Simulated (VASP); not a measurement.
# SnO (P4/nmm) in VASP: notebook

Runs on SnO. Level: PBEsol+D3(BJ). Tasks: single point.

Everything below comes from runs of VASP 6.6.1. Logs are shortened: lines on timing, memory, paths and dates and some standing lists are left out, and cuts for length are marked.

## (1) The cell of the first run

Symmetry: P4/nmm, No. 129, tetragonal system. Conventional cell: a = 3.992 Å, b = 3.992 Å, c = 4.715 Å, α = 90.00°, β = 90.00°, γ = 90.00°. Within 3.0 Å of Sn (site symmetry 4mm) lie 4 O at 2.29 Å. O (site symmetry -4m2) has 4 Sn at 2.29 Å and 4 O at 2.82 Å within 3.0 Å.

## (2) Single point, PBEsol+D3(BJ) (strain +0.050 along x and y, -0.025 along z)

Contents of INCAR:

```
ALGO = Normal ; EDIFF = 1E-6
ENCUT = 520 ; GGA = PS
ISIF = 2 ; ISMEAR = 0
IVDW = 12 ; LASPH = T
LCHARG = F ; LREAL = F
LWAVE = F ; NBANDS = 28
NELM = 60 ; PREC = Accurate
SIGMA = 0.15
```

Contents of KPOINTS:

```
k-points
0
Gamma
  12 12 10
```

Contents of POSCAR:

```
SnO
1.0
    3.9921000000      0.0000000000      0.0000000000
    0.0000000000      3.9921000000      0.0000000000
    0.0000000000      0.0000000000      4.7151000000
Sn O
2 2
Direct
    0.0000000000      0.5000000000      0.2385000000
    0.5000000000      0.0000000000      0.7615000000
    0.0000000000      0.0000000000      0.0000000000
    0.5000000000      0.5000000000      0.0000000000
```

Potentials or basis: VASP PAW PBE potentials, release 64 (Sn_d, O).

Launch:

```sh
$ cat potpaw_PBE.64/Sn_d/POTCAR potpaw_PBE.64/O/POTCAR > POTCAR
$ mpirun -np 1 vasp_std > vasp.out
```

OUTCAR:

```text
EDIFF = 1E-6
   ENCUT = 520
   GGA = PS
   ISIF = 2
   ISMEAR = 0
   IVDW = 12
   LASPH = T
   LREAL = F
   NELM = 60
   PREC = Accurate
 IVDW          = 12

 ion  position               nearest neighbor table
   1  0.000  0.500  0.239-   3 2.29   4 2.29   3 2.29   4 2.29   2 3.61   2 3.61   2 3.61   2 3.61
                             2 3.75   2 3.75   2 3.75   2 3.75
   2  0.500  0.000  0.761-   3 2.29   4 2.29   4 2.29   3 2.29   1 3.61   1 3.61   1 3.61   1 3.61
                             1 3.75   1 3.75   1 3.75   1 3.75
   3  0.000  0.000  0.000-   1 2.29   2 2.29   1 2.29   2 2.29
   4  0.500  0.500  0.000-   1 2.29   2 2.29   2 2.29   1 2.29

  LATTYP: Found a simple tetragonal cell.
 ALAT       =     3.9921000000
 C/A-ratio  =     1.1811076877

  Lattice vectors:

 A1 = (   3.9921000000,   0.0000000000,   0.0000000000)
 A2 = (   0.0000000000,   3.9921000000,   0.0000000000)
 A3 = (   0.0000000000,   0.0000000000,   4.7151000000)

Analysis of symmetry for initial positions (statically):
=====================================================================
 Subroutine PRICEL returns:
 Original cell was already a primitive cell.

 Routine SETGRP: Setting up the symmetry group for a
 simple tetragonal supercell.

 Subroutine GETGRP returns: Found 16 space group operations
 (whereof  8 operations were pure point group operations)
 out of a pool of 16 trial point group operations.

The static configuration has the point symmetry D_2d.
 The point group associated with its full space group is D_4h.

Analysis of symmetry for dynamics (positions and initial velocities):
=====================================================================
 Subroutine PRICEL returns:
 Original cell was already a primitive cell.

 Routine SETGRP: Setting up the symmetry group for a
 simple tetragonal supercell.

 Subroutine GETGRP returns: Found 16 space group operations
 (whereof  8 operations were pure point group operations)
 out of a pool of 16 trial point group operations.

The dynamic configuration has the point symmetry D_2d.
 The point group associated with its full space group is D_4h.

 Subroutine INISYM returns: Found 16 space group operations
 (whereof  8 operations are pure point group operations),
 and found     1 'primitive' translations

----------------------------------------------------------------------------------------

                                     Primitive cell

  volume of cell :      75.1439

  direct lattice vectors                    reciprocal lattice vectors
     3.992100000  0.000000000  0.000000000     0.250494727  0.000000000  0.000000000
     0.000000000  3.992100000  0.000000000     0.000000000  0.250494727  0.000000000
     0.000000000  0.000000000  4.715100000     0.000000000  0.000000000  0.212084579

  length of vectors
     3.992100000  3.992100000  4.715100000     0.250494727  0.250494727  0.212084579

  position of ions in fractional coordinates (direct lattice)
     0.000000000  0.500000000  0.238500000
     0.500000000  0.000000000  0.761500000
     0.000000000  0.000000000  0.000000000
     0.500000000  0.500000000  0.000000000

  ion indices of the primitive-cell ions
   primitive index   ion index
                 1           1
                 2           2
                 3           3
                 4           4

----------------------------------------------------------------------------------------

 KPOINTS: k-points

Automatic generation of k-mesh.
 Grid dimensions read from file:
 generate k-points for:   12   12   10

 Generating k-lattice:

  Cartesian coordinates                     Fractional coordinates (reciprocal lattice)
     0.020874561  0.000000000  0.000000000     0.083333333  0.000000000  0.000000000
     0.000000000  0.020874561  0.000000000     0.000000000  0.083333333  0.000000000
     0.000000000  0.000000000  0.021208458     0.000000000  0.000000000  0.100000000

  Length of vectors
     0.020874561  0.020874561  0.021208458

  Shift w.r.t. Gamma in fractional coordinates (k-lattice)
     0.000000000  0.000000000  0.000000000

 Subroutine IBZKPT returns following result:
 ===========================================

 Found    168 irreducible k-points:

 Following reciprocal coordinates:
            Coordinates               Weight
  0.000000  0.000000  0.000000      1.000000
  0.083333  0.000000  0.000000      4.000000
  0.166667  0.000000  0.000000      4.000000
  0.250000  0.000000  0.000000      4.000000
  0.333333  0.000000  0.000000      4.000000
  0.416667  0.000000  0.000000      4.000000
[... 16 lines left out ...]
  0.333333  0.333333  0.000000      4.000000
  0.416667  0.333333  0.000000      8.000000
 [... further k-points ...]
   k-points           NKPTS =    168   k-points in BZ     NKDIM =    168   number of bands    NBANDS=     28
   number of dos      NEDOS =    301   number of ions     NIONS =      4
   total plane-waves  NPLWV =  32400
   dimension x,y,z NGX =    30 NGY =   30 NGZ =   36
   dimension x,y,z NGXF=    60 NGYF=   60 NGZF=   72
   ions per type =               2   2
   NGX,Y,Z   is equivalent  to a cutoff of  12.49, 12.49, 12.69 a.u.
   NGXF,Y,Z  is equivalent  to a cutoff of  24.99, 24.99, 25.39 a.u.
 SYSTEM =  unknown system
   PREC   = accura    normal or accurate (medium, high low for compatibility)
   ISTART =      0    job   : 0-new  1-cont  2-samecut
   ICHARG =      2    charge: 1-file 2-atom 10-const
   ISPIN  =      1    spin polarized calculation?
   LNONCOLLINEAR =      F non collinear calculations
   LSORBIT =      F    spin-orbit coupling
   LASPH  =      T    aspherical Exc in radial PAW
   ENCUT  =  520.0 eV  38.22 Ry    6.18 a.u.   7.42  7.42  8.77*2*pi/ulx,y,z
   NELM   =     60;   NELMIN=  2; NELMDL= -5     # of ELM steps
   EDIFF  = 0.1E-05   stopping-criterion for ELM
   LREAL  =      F    real-space projection
   EDIFFG = 0.1E-04   stopping-criterion for IOM
   NSW    =      0    number of steps for IOM
   IBRION =     -1    ionic relax: 0-MD 1-quasi-New 2-CG
   NFREE  =      0    steps in history (QN), initial steepest desc. (CG)
   ISIF   =      2    stress and relaxation
   ISYM   =      2    0-nonsym 1-usesym 2-fastsym
   POTIM  = 0.5000    time-step for ionic-motion
   TEBEG  =    0.0;   TEEND  =   0.0 temperature during run
   PSTRESS=    0.0 pullay stress
   NELECT =      40.0000    total number of electrons
   NUPDOWN=      -1.0000    fix difference up-down
   EMIN   =  10.00;   EMAX   =-10.00  energy-range for DOS
   EFERMI =   0.00;   METHOD = LEGACY
   ISMEAR =     0;   SIGMA  =   0.15  broadening in eV -4-tet -1-fermi 0-gaus
   EFERMI_NEDOS =   21; number of points for ismear=-14 and -15
   IALGO  =     38    algorithm
   IMIX   =      4    mixing-type and parameters
     AMIX     =   0.40;   BMIX     =  1.00
     AMIX_MAG =   1.60;   BMIX_MAG =  1.00
  volume/ion in A,a.u.               =      18.79       126.77
  Fermi-wavevector in a.u.,A,eV,Ry     =   1.326774  2.507239 23.950730  1.760329
  Thomas-Fermi vector in A             =   2.456136
   LORBIT       =      0    0 simple, 1 ext, 2 COOP (PROOUT), +10 PAW based schemes
   GGA     = PS    functional components
   LHFCALC =     F    Hartree Fock is set to
   AEXX    =    0.0000 exact exchange contribution
   IVDW    =    12    specifies the selected vdW correction
   LEPSILON=     F    determine dielectric tensor
   LRPA    =     F    only Hartree local field effects (RPA)
 non-spin polarized calculation
 Gauss-broadening in eV      SIGMA  =   0.15
  energy-cutoff  :      520.00
  volume of cell :       75.14
 maximum number of plane-waves:      2056
 NGX is ok and might be reduce to    30
   NGX = 15   NGY = 15   NGZ = 17

 number of electron      40.0000008 magnetization

 Free energy of the ion-electron system (eV)
  ---------------------------------------------------
  ext. energy  EPLUGINS =         0.00000000
  ---------------------------------------------------
  free energy    TOTEN  =       -24.03979832 eV

  energy without entropy =      -24.03976663  energy(sigma->0) =      -24.03978247

 E-fermi :   6.0159     XC(G=0): -10.1557

 val. band max:        5.6959342725   @ k =   0.1667   0.0833   0.0000
 cond. band min:       6.2390740696   @ k =   0.5000   0.5000   0.0000
 fundamental gap:      0.5431397971
 Fermi energy:         6.0158730073

 k-point     1 :       0.0000    0.0000    0.0000
  band No.  band energies     occupation
      1     -15.5665      2.00000
      2     -15.2696      2.00000
      3     -15.2696      2.00000
      4     -15.2365      2.00000
      5     -15.2365      2.00000
      6     -15.2328      2.00000
[... 20 lines left out ...]
     27      12.7291      0.00000
     28      13.1259      0.00000

 k-point     2 :       0.0833    0.0000    0.0000
  band No.  band energies     occupation
      1     -15.5626      2.00000
      2     -15.2682      2.00000
      3     -15.2679      2.00000
      4     -15.2362      2.00000
      5     -15.2348      2.00000
      6     -15.2328      2.00000
[... 20 lines left out ...]
     27      12.8115      0.00000
     28      13.5668      0.00000

 k-point     3 :       0.1667    0.0000    0.0000
  band No.  band energies     occupation
      1     -15.5513      2.00000
      2     -15.2641      2.00000
      3     -15.2627      2.00000
      4     -15.2510      2.00000
      5     -15.2331      2.00000
      6     -15.2295      2.00000
[... 20 lines left out ...]
     27      12.9149      0.00000
     28      14.5958      0.00000

 k-point     4 :       0.2500    0.0000    0.0000
  band No.  band energies     occupation
      1     -15.5334      2.00000
      2     -15.2952      2.00000
      3     -15.2578      2.00000
      4     -15.2547      2.00000
      5     -15.2333      2.00000
      6     -15.2211      2.00000
[... 578 lines left out ...]
     27      13.6671      0.00000
     28      13.6671      0.00000

 k-point    23 :       0.3333    0.3333    0.0000
  band No.  band energies     occupation
      1     -15.5032      2.00000
      2     -15.4341      2.00000
      3     -15.2398      2.00000
      4     -15.2339      2.00000
      5     -15.2303      2.00000
      6     -15.2158      2.00000
[... 20 lines left out ...]
     27      13.0176      0.00000
     28      14.0256      0.00000

 k-point    24 :       0.4167    0.3333    0.0000
  band No.  band energies     occupation
      1     -15.4959      2.00000
      2     -15.4614      2.00000
      3     -15.2353      2.00000
      4     -15.2332      2.00000
      5     -15.2285      2.00000
      6     -15.2150      2.00000
[... 20 lines left out ...]
     27      13.2316      0.00000
     28      13.7429      0.00000

 [... further k-points ...]

------------------------ aborting loop because EDIFF is reached ----------------------------------------

 Edisp (eV)   -0.80087

 E8    (eV) :    -0.5293

  FORCE on cell =-STRESS in cart. coord.  units (eV):
  Direction    XX          YY          ZZ          XY          YZ          ZX
  --------------------------------------------------------------------------------------
  -------------------------------------------------------------------------------------
  Total      -4.83278    -4.83278    -2.16271     0.00000     0.00000     0.00000
  in kB    -103.04180  -103.04180   -46.11216     0.00000     0.00000     0.00000
  external pressure =      -84.07 kB  Pullay stress =        0.00 kB

 VOLUME and BASIS-vectors are now :
 -----------------------------------------------------------------------------
  energy-cutoff  :      520.00
  volume of cell :       75.14
      direct lattice vectors                 reciprocal lattice vectors
     3.992100000  0.000000000  0.000000000     0.250494727  0.000000000  0.000000000
     0.000000000  3.992100000  0.000000000     0.000000000  0.250494727  0.000000000
     0.000000000  0.000000000  4.715100000     0.000000000  0.000000000  0.212084579

 POSITION                                       TOTAL-FORCE (eV/Angst)
 -----------------------------------------------------------------------------------
      0.00000      1.99605      1.12455        -0.000000      0.000000     -0.451713
      1.99605      0.00000      3.59055         0.000000      0.000000      0.451713
      0.00000      0.00000      0.00000         0.000000     -0.000000      0.000000
      1.99605      1.99605      0.00000         0.000000      0.000000      0.000000
 -----------------------------------------------------------------------------------
    total drift:                                0.000000      0.000000     -0.000000

  FREE ENERGIE OF THE ION-ELECTRON SYSTEM (eV)
  ---------------------------------------------------
  free  energy   TOTEN  =       -24.8406683821 eV

  energy  without entropy=      -24.8406366913  energy(sigma->0) =      -24.84065254
```

Wall time 8.9 min (1 thread of Oxide Virtual Turin-like, shared host); peak memory 0.36 GiB.

Results:

| Property | Result |
| --- | --- |
| Free energy | -24.8407 eV |
| Pressure | -8.4 GPa |
| Largest force | 0.452 eV/Å |
| Band gap on the k mesh | 0.54 eV, indirect (least direct gap 1.85 eV) |
| Dispersion energy per atom | -0.200 eV |

Forces on the atoms (eV/Å):
```
Sn   0.000  0.000 -0.452
Sn   0.000  0.000  0.452
O    0.000  0.000  0.000
O    0.000  0.000  0.000
```

Caveat: the cell differs from its parent crystal (strain +0.050 along x and y, -0.025 along z); the PAW data sets were made with another functional, which shifts forces and pressure a little; spin-orbit coupling is left out, which moves the levels of the heavy elements. A k mesh can miss the band edges.

## (3) Single point, PBEsol+D3(BJ) (strain +0.025 along x and y, +0.025 along z)

Contents of INCAR:

```
SYSTEM = SnO
ALGO     = Normal         ! electronic algorithm
EDIFF    = 1E-7           ! SCF threshold, eV
ENCUT    = 520            ! plane-wave cutoff, eV
GGA      = PS             ! functional
ISIF     = 2              ! what is computed and relaxed
ISMEAR   = 0              ! smearing method
IVDW     = 12             ! dispersion correction
LASPH    = .TRUE.         ! aspherical terms in the spheres
LCHARG   = .FALSE.        ! write CHGCAR
LREAL    = .FALSE.        ! projectors in reciprocal space
LWAVE    = .FALSE.        ! write WAVECAR
NBANDS   = 28             ! bands
NELM     = 80             ! most SCF steps
PREC     = Accurate       ! precision mode
SIGMA    = 0.15           ! smearing width, eV
```

Contents of KPOINTS:

```
k-points
0
G
  12 12 10
  0 0 0
```

Contents of POSCAR:

```
SnO
1.0
    3.8970500000      0.0000000000      0.0000000000
    0.0000000000      3.8970500000      0.0000000000
    0.0000000000      0.0000000000      4.9569000000
Sn O
2 2
Direct
    0.0000000000      0.5000000000      0.2385000000
    0.5000000000      0.0000000000      0.7615000000
    0.0000000000      0.0000000000      0.0000000000
    0.5000000000      0.5000000000      0.0000000000
```

Potentials or basis: VASP PAW PBE potentials, release 64 (Sn_d, O).

Launch:

```sh
$ cat potpaw_PBE.64/Sn_d/POTCAR potpaw_PBE.64/O/POTCAR > POTCAR
$ mpirun -np 1 vasp_std > vasp.out
```

Run time: 9.4 min. Hardware: 1 thread of Oxide Virtual Turin-like, shared host; peak memory 0.37 GiB.

Results (log left out):

* Free energy: -24.9139 eV
* Pressure: -7.7 GPa
* Largest force: 0.792 eV/Å
* Band gap on the k mesh: 0.26 eV, indirect (least direct gap 1.93 eV)
* Dispersion energy per atom: -0.200 eV

Forces on the atoms (eV/Å):
```
Sn   0.000  0.000 -0.792
Sn   0.000  0.000  0.792
O    0.000  0.000  0.000
O    0.000  0.000  0.000
```

Stress tensor (GPa, compression positive):
```
-8.01  0.00  0.00
 0.00 -8.01  0.00
 0.00  0.00 -7.00
```

Levels at points of the mesh, in eV from the valence-band top:
```csv
k point,band 18,band 19,band 20,band 21,band 22,band 23
"(0.00, 0.00, 0.00)",-2.67,-2.67,0.00,1.94,4.36,4.63
"(0.50, 0.00, 0.00)",-4.25,-2.36,-2.36,3.07,3.07,5.73
"(0.50, 0.50, 0.00)",-2.04,-1.75,-1.75,0.26,0.26,4.45
"(0.00, 0.00, 0.50)",-2.69,-2.69,-1.84,1.69,3.03,3.03
"(0.50, 0.00, 0.50)",-4.21,-1.48,-1.48,2.53,2.53,5.30
"(0.50, 0.50, 0.50)",-2.48,-2.04,-2.04,2.48,2.48,3.87
```

Caveat: the cell differs from its parent crystal (strain +0.025 along x and y, +0.025 along z); the PAW data sets were made with another functional, which shifts forces and pressure a little; spin-orbit coupling is left out, which moves the levels of the heavy elements.
